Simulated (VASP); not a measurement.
# Cu5Mo (P4/mmm) in VASP: notebook

The runs below take Cu5Mo through single point, with PBE.

Program: VASP 6.6.1. These are calculated values, not measurements. Logs are shortened: lines on timing, memory, paths and dates and some standing lists are left out, and cuts for length are marked.

### 1 The cell of the first run

The structure is tetragonal, space group P4/mmm (No. 123). Conventional cell: a = 2.586 Å, b = 2.586 Å, c = 11.310 Å, α = 90.00°, β = 90.00°, γ = 90.00°. Within 3.4 Å of Cu (site symmetry 4mm) lie 12 Cu at 2.56 to 2.59 Å. Cu (site symmetry 4mm) has 8 Cu at 2.58 to 2.59 Å and 4 Mo at 2.75 Å within 3.4 Å. Within 3.4 Å of Cu (site symmetry 4/mmm) lie 12 Cu at 2.56 to 2.59 Å. Mo (site symmetry 4/mmm) has 4 Mo at 2.59 Å and 8 Cu at 2.75 Å within 3.4 Å.

### 2 Single point, PBE

Input file INCAR:

```
  PREC = Accurate
  ENCUT = 520
  EDIFF = 1E-7
  ISMEAR = 0
  SIGMA = 0.1
  LREAL = False
  LASPH = True
  NELM = 60
  ALGO = Fast
  ISIF = 2
  LWAVE = False
  LCHARG = False
  GGA = PE
  NBANDS = 44
```

Input file KPOINTS:

```
regular mesh
0
Gamma
  12 12 4
```

Input file POSCAR:

```
Cu5Mo
1.0
    2.5862880274      0.0000000000      0.0000000000
    0.0000000000      2.5862880274      0.0000000000
    0.0000000000      0.0000000000     11.3103234631
Cu Mo
5 1
Direct
    0.5000000000      0.5000000000      0.3415823767
    0.5000000000      0.5000000000      0.6584176233
    0.0000000000      0.0000000000      0.1812936528
    0.0000000000      0.0000000000      0.8187063472
    0.0000000000      0.0000000000      0.5000000000
    0.5000000000      0.5000000000      0.0000000000
```

Potentials or basis: VASP PAW PBE potentials, release 64 (Cu, Mo_sv).

Started as:

```sh
$ cat potpaw_PBE.64/Cu/POTCAR potpaw_PBE.64/Mo_sv/POTCAR > POTCAR
$ mpirun -np 1 vasp_std > vasp.out
```

OUTCAR:

```text
PREC = Accurate
   ENCUT = 520
   EDIFF = 1E-7
   ISMEAR = 0
   LREAL = False
   LASPH = True
   NELM = 60
   ISIF = 2
   GGA = PE

 ion  position               nearest neighbor table
   1  0.500  0.500  0.342-   5 2.56   5 2.56   5 2.56   5 2.56   3 2.58   3 2.58   3 2.58   3 2.58

   2  0.500  0.500  0.658-   5 2.56   5 2.56   5 2.56   5 2.56   4 2.58   4 2.58   4 2.58   4 2.58

   3  0.000  0.000  0.181-   1 2.58   1 2.58   1 2.58   1 2.58   6 2.75   6 2.75   6 2.75   6 2.75

   4  0.000  0.000  0.819-   2 2.58   2 2.58   2 2.58   2 2.58   6 2.75   6 2.75   6 2.75   6 2.75

   5  0.000  0.000  0.500-   1 2.56   2 2.56   1 2.56   2 2.56   1 2.56   2 2.56   1 2.56   2 2.56

   6  0.500  0.500  0.000-   3 2.75   4 2.75   3 2.75   4 2.75   3 2.75   4 2.75   3 2.75   4 2.75

  LATTYP: Found a simple tetragonal cell.
 ALAT       =     2.5862880274
 C/A-ratio  =     4.3731878829

  Lattice vectors:

 A1 = (   2.5862880274,   0.0000000000,   0.0000000000)
 A2 = (   0.0000000000,   2.5862880274,   0.0000000000)
 A3 = (   0.0000000000,   0.0000000000,  11.3103234631)

Analysis of symmetry for initial positions (statically):
=====================================================================
 Subroutine PRICEL returns:
 Original cell was already a primitive cell.

 Routine SETGRP: Setting up the symmetry group for a
 simple tetragonal supercell.

 Subroutine GETGRP returns: Found 16 space group operations
 (whereof 16 operations were pure point group operations)
 out of a pool of 16 trial point group operations.

The static configuration has the point symmetry D_4h.

Analysis of symmetry for dynamics (positions and initial velocities):
=====================================================================
 Subroutine PRICEL returns:
 Original cell was already a primitive cell.

 Routine SETGRP: Setting up the symmetry group for a
 simple tetragonal supercell.

 Subroutine GETGRP returns: Found 16 space group operations
 (whereof 16 operations were pure point group operations)
 out of a pool of 16 trial point group operations.

The dynamic configuration has the point symmetry D_4h.

 Subroutine INISYM returns: Found 16 space group operations
 (whereof 16 operations are pure point group operations),
 and found     1 'primitive' translations

----------------------------------------------------------------------------------------

                                     Primitive cell

  volume of cell :      75.6535

  direct lattice vectors                    reciprocal lattice vectors
     2.586288027  0.000000000  0.000000000     0.386654537  0.000000000  0.000000000
     0.000000000  2.586288027  0.000000000     0.000000000  0.386654537  0.000000000
     0.000000000  0.000000000 11.310323463     0.000000000  0.000000000  0.088414801

  length of vectors
     2.586288027  2.586288027 11.310323463     0.386654537  0.386654537  0.088414801

  position of ions in fractional coordinates (direct lattice)
     0.500000000  0.500000000  0.341582377
     0.500000000  0.500000000  0.658417623
     0.000000000  0.000000000  0.181293653
     0.000000000  0.000000000  0.818706347
     0.000000000  0.000000000  0.500000000
     0.500000000  0.500000000  0.000000000

  ion indices of the primitive-cell ions
   primitive index   ion index
                 1           1
                 2           2
                 3           3
                 4           4
                 5           5
                 6           6

----------------------------------------------------------------------------------------

 KPOINTS: regular mesh

Automatic generation of k-mesh.
 Grid dimensions read from file:
 generate k-points for:   12   12    4

 Generating k-lattice:

  Cartesian coordinates                     Fractional coordinates (reciprocal lattice)
     0.032221211  0.000000000  0.000000000     0.083333333  0.000000000  0.000000000
     0.000000000  0.032221211  0.000000000     0.000000000  0.083333333  0.000000000
     0.000000000  0.000000000  0.022103700     0.000000000  0.000000000  0.250000000

  Length of vectors
     0.032221211  0.032221211  0.022103700

  Shift w.r.t. Gamma in fractional coordinates (k-lattice)
     0.000000000  0.000000000  0.000000000

 Subroutine IBZKPT returns following result:
 ===========================================

 Found     84 irreducible k-points:

 Following reciprocal coordinates:
            Coordinates               Weight
  0.000000  0.000000  0.000000      1.000000
  0.083333  0.000000  0.000000      4.000000
  0.166667  0.000000  0.000000      4.000000
  0.250000  0.000000  0.000000      4.000000
  0.333333  0.000000  0.000000      4.000000
  0.416667  0.000000  0.000000      4.000000
[... 16 lines left out ...]
  0.333333  0.333333  0.000000      4.000000
  0.416667  0.333333  0.000000      8.000000
 [... further k-points ...]
   k-points           NKPTS =     84   k-points in BZ     NKDIM =     84   number of bands    NBANDS=     44
   number of dos      NEDOS =    301   number of ions     NIONS =      6
   total plane-waves  NPLWV =  33600
   dimension x,y,z NGX =    20 NGY =   20 NGZ =   84
   dimension x,y,z NGXF=    40 NGYF=   40 NGZF=  168
   ions per type =               5   1
   NGX,Y,Z   is equivalent  to a cutoff of  12.86, 12.86, 12.35 a.u.
   NGXF,Y,Z  is equivalent  to a cutoff of  25.71, 25.71, 24.69 a.u.
 SYSTEM =  unknown system
   PREC   = accura    normal or accurate (medium, high low for compatibility)
   ISTART =      0    job   : 0-new  1-cont  2-samecut
   ICHARG =      2    charge: 1-file 2-atom 10-const
   ISPIN  =      1    spin polarized calculation?
   LNONCOLLINEAR =      F non collinear calculations
   LSORBIT =      F    spin-orbit coupling
   LASPH  =      T    aspherical Exc in radial PAW
   ENCUT  =  520.0 eV  38.22 Ry    6.18 a.u.   4.81  4.81 21.03*2*pi/ulx,y,z
   NELM   =     60;   NELMIN=  2; NELMDL= -5     # of ELM steps
   EDIFF  = 0.1E-06   stopping-criterion for ELM
   LREAL  =      F    real-space projection
   EDIFFG = 0.1E-05   stopping-criterion for IOM
   NSW    =      0    number of steps for IOM
   IBRION =     -1    ionic relax: 0-MD 1-quasi-New 2-CG
   NFREE  =      0    steps in history (QN), initial steepest desc. (CG)
   ISIF   =      2    stress and relaxation
   ISYM   =      2    0-nonsym 1-usesym 2-fastsym
   POTIM  = 0.5000    time-step for ionic-motion
   TEBEG  =    0.0;   TEEND  =   0.0 temperature during run
   PSTRESS=    0.0 pullay stress
   NELECT =      69.0000    total number of electrons
   NUPDOWN=      -1.0000    fix difference up-down
   EMIN   =  10.00;   EMAX   =-10.00  energy-range for DOS
   EFERMI =   0.00;   METHOD = LEGACY
   ISMEAR =     0;   SIGMA  =   0.10  broadening in eV -4-tet -1-fermi 0-gaus
   EFERMI_NEDOS =   21; number of points for ismear=-14 and -15
   IALGO  =     68    algorithm
   IMIX   =      4    mixing-type and parameters
     AMIX     =   0.40;   BMIX     =  1.00
     AMIX_MAG =   1.60;   BMIX_MAG =  1.00
  volume/ion in A,a.u.               =      12.61        85.09
  Fermi-wavevector in a.u.,A,eV,Ry     =   1.587626  3.000179 34.294260  2.520557
  Thomas-Fermi vector in A             =   2.686755
   LORBIT       =      0    0 simple, 1 ext, 2 COOP (PROOUT), +10 PAW based schemes
   GGA     = PE    functional components
   LHFCALC =     F    Hartree Fock is set to
   AEXX    =    0.0000 exact exchange contribution
   IVDW    =     0    specifies the selected vdW correction
   LEPSILON=     F    determine dielectric tensor
   LRPA    =     F    only Hartree local field effects (RPA)
 non-spin polarized calculation
 RMM-DIIS sequential band-by-band and
 Gauss-broadening in eV      SIGMA  =   0.10
  energy-cutoff  :      520.00
  volume of cell :       75.65
 maximum number of plane-waves:      2068
 NGX is ok and might be reduce to    20
   NGX =  9   NGY =  9   NGZ = 43

 number of electron      68.9999929 magnetization

 Free energy of the ion-electron system (eV)
  ---------------------------------------------------
  ext. energy  EPLUGINS =         0.00000000
  ---------------------------------------------------
  free energy    TOTEN  =       -29.05677942 eV

  energy without entropy =      -29.04379752  energy(sigma->0) =      -29.05028847

 E-fermi :   8.3830     XC(G=0): -12.7853

 val. band max:        8.3773536267   @ k =   0.5000   0.1667   0.2500
 cond. band min:       8.3839625715   @ k =   0.4167   0.1667   0.5000
 fundamental gap:      0.0066089448
 Fermi energy:         8.3830011077

 k-point     1 :       0.0000    0.0000    0.0000
  band No.  band energies     occupation
      1     -52.6695      2.00000
      2     -26.7659      2.00000
      3     -25.9309      2.00000
      4     -25.9309      2.00000
      5      -0.5566      2.00000
      6       0.6285      2.00000
[... 36 lines left out ...]
     43      21.3696      0.00000
     44      21.3697      0.00000

 k-point     2 :       0.0833    0.0000    0.0000
  band No.  band energies     occupation
      1     -52.6560      2.00000
      2     -26.7531      2.00000
      3     -26.0402      2.00000
      4     -25.9216      2.00000
      5      -0.3902      2.00000
      6       0.7738      2.00000
[... 36 lines left out ...]
     43      20.9039      0.00000
     44      21.3974      0.00000

 k-point     3 :       0.1667    0.0000    0.0000
  band No.  band energies     occupation
      1     -52.6188      2.00000
      2     -26.7179      2.00000
      3     -26.3322      2.00000
      4     -25.8959      2.00000
      5       0.0986      2.00000
      6       1.1906      2.00000
[... 976 lines left out ...]
     43      16.0939      0.00000
     44      16.5772      0.00000

 k-point    24 :       0.4167    0.3333    0.0000
  band No.  band energies     occupation
      1     -52.3281      2.00000
      2     -27.1904      2.00000
      3     -26.8985      2.00000
      4     -26.4512      2.00000
      5       3.4237      2.00000
      6       3.8374      2.00000
[... 36 lines left out ...]
     43      16.6125      0.00000
     44      16.7353      0.00000

 [... further k-points ...]

------------------------ aborting loop because EDIFF is reached ----------------------------------------

  FORCE on cell =-STRESS in cart. coord.  units (eV):
  Direction    XX          YY          ZZ          XY          YZ          ZX
  --------------------------------------------------------------------------------------
  -------------------------------------------------------------------------------------
  Total        0.2447643      0.2447643      0.2658142      0.0000000     -0.0000000      0.0000000
  in kB        5.1835801      5.1835801      5.6293722      0.0000000     -0.0000000      0.0000000
  external PRESSURE =       5.3321775 kB  Pullay stress =       0.0000000 kB

 VOLUME and BASIS-vectors are now :
 -----------------------------------------------------------------------------
  energy-cutoff  :      520.00
  volume of cell :       75.65
      direct lattice vectors                 reciprocal lattice vectors
     2.586288027  0.000000000  0.000000000     0.386654537  0.000000000  0.000000000
     0.000000000  2.586288027  0.000000000     0.000000000  0.386654537  0.000000000
     0.000000000  0.000000000 11.310323463     0.000000000  0.000000000  0.088414801

 POSITION                                       TOTAL-FORCE (eV/Angst)
 -----------------------------------------------------------------------------------
      1.29314      1.29314      3.86341         0.000000      0.000000     -0.001797
      1.29314      1.29314      7.44692         0.000000      0.000000      0.001797
      0.00000      0.00000      2.05049         0.000000     -0.000000      0.009179
      0.00000      0.00000      9.25983        -0.000000     -0.000000     -0.009179
      0.00000      0.00000      5.65516         0.000000      0.000000     -0.000000
      1.29314      1.29314      0.00000         0.000000      0.000000     -0.000000
 -----------------------------------------------------------------------------------
    total drift:                               -0.000000      0.000000      0.000000

  FREE ENERGIE OF THE ION-ELECTRON SYSTEM (eV)
  ---------------------------------------------------
  free  energy   TOTEN  =       -29.0567794159 eV

  energy  without entropy=      -29.0437975191  energy(sigma->0) =      -29.05028847
```

Run time: 3.1 min. Hardware: 1 thread of Intel Xeon 6975P-C (Granite Rapids), shared host; peak memory 0.33 GiB.

Results:

* Free energy: -29.0568 eV
* Pressure: 0.5 GPa
* Largest force: 0.009 eV/Å

Forces on the atoms (eV/Å):
```
Cu   0.000  0.000 -0.002
Cu   0.000  0.000  0.002
Cu   0.000  0.000  0.009
Cu   0.000  0.000 -0.009
Cu   0.000  0.000  0.000
Mo   0.000  0.000  0.000
```

Levels at points of the mesh, in eV from the Fermi level:
```tsv
k point	band 32	band 33	band 34	band 35	band 36	band 37	band 38	band 39
(0.00, 0.00, 0.00)	-1.77	-1.62	-1.58	-1.58	-1.10	1.58	2.17	2.17
(0.50, 0.00, 0.00)	-1.64	-0.63	-0.40	-0.39	-0.38	0.48	0.97	2.73
(0.50, 0.50, 0.00)	-0.81	1.78	1.85	1.85	4.57	4.57	4.94	4.94
(0.00, 0.00, 0.50)	-1.77	-1.62	-1.56	-1.56	-0.08	0.62	2.17	2.17
(0.50, 0.00, 0.50)	-1.11	-0.74	-0.67	-0.40	-0.29	0.50	0.97	2.73
(0.50, 0.50, 0.50)	-1.18	1.78	2.53	2.53	3.10	3.10	6.29	6.69
```

### 3 Single point, PBE

This run uses another cell than the first one, of 13.91 Å³/atom, 1.103 times its volume.

Input file INCAR:

```
SYSTEM = Cu5Mo
ALGO     = Normal         ! electronic algorithm
EDIFF    = 1E-6           ! SCF threshold, eV
ENCUT    = 600            ! plane-wave cutoff, eV
GGA      = PE             ! functional
GGA_COMPAT= .False.      
ISIF     = 2              ! what is computed and relaxed
ISMEAR   = 0              ! smearing method
LASPH    = .True.         ! aspherical terms in the spheres
LCHARG   = .False.        ! write CHGCAR
LREAL    = .False.        ! projectors in reciprocal space
LWAVE    = .False.        ! write WAVECAR
NBANDS   = 44             ! bands
NELM     = 120            ! most SCF steps
PREC     = Accurate       ! precision mode
SIGMA    = 0.2            ! smearing width, eV
```

Input file KPOINTS:

```
k-points
0
Gamma
  4 4 3
  0 0 0
```

Input file POSCAR:

```
Cu5Mo
1.0
    3.6592138221      0.0000000000      0.0000000000
    0.0000000000      3.6592138221      0.0000000000
    0.0000000000      0.0000000000      6.2320944695
Cu Mo
5 1
Direct
    0.0000000000      0.5000000000      0.3036902584
    0.5000000000      0.0000000000      0.6963097416
    0.0000000000      0.5000000000      0.6963097416
    0.5000000000      0.0000000000      0.3036902584
    0.0000000000      0.0000000000      0.0000000000
    0.5000000000      0.5000000000      0.0000000000
```

Potentials or basis: VASP PAW PBE potentials, release 64 (Cu, Mo_sv).

Started as:

```sh
$ cat potpaw_PBE.64/Cu/POTCAR potpaw_PBE.64/Mo_sv/POTCAR > POTCAR
$ mpirun -np 1 vasp_std > vasp.out
```

Wall time 38 s (1 thread of Intel Xeon 6975P-C (Granite Rapids), shared host); peak memory 0.22 GiB.

The run converged. Its results:

- Free energy: -26.7573 eV
- Pressure: 0.8 GPa
- Largest force: 0.023 eV/Å

Forces on the atoms (eV/Å):
```
Cu   0.000  0.000  0.023
Cu   0.000  0.000 -0.023
Cu   0.000  0.000 -0.023
Cu   0.000  0.000  0.023
Cu   0.000  0.000  0.000
Mo   0.000  0.000  0.000
```

Stress tensor (GPa, compression positive):
```
0.69 0.00 0.00
0.00 0.69 0.00
0.00 0.00 0.96
```

Levels at points of the mesh, in eV from the Fermi level:
| k point | band 33 | band 34 | band 35 | band 36 | band 37 | band 38 |
| --- | --- | --- | --- | --- | --- | --- |
| (0.00, 0.00, 0.00) | -0.13 | 0.47 | 0.47 | 0.67 | 1.61 | 2.57 |
| (0.50, 0.00, 0.00) | -1.70 | -0.63 | 0.38 | 0.52 | 0.67 | 0.83 |
| (0.50, 0.50, 0.00) | -0.34 | -0.15 | -0.15 | 1.03 | 1.19 | 1.63 |

Caveat: the k points lie up to 0.43 Å⁻¹ apart.
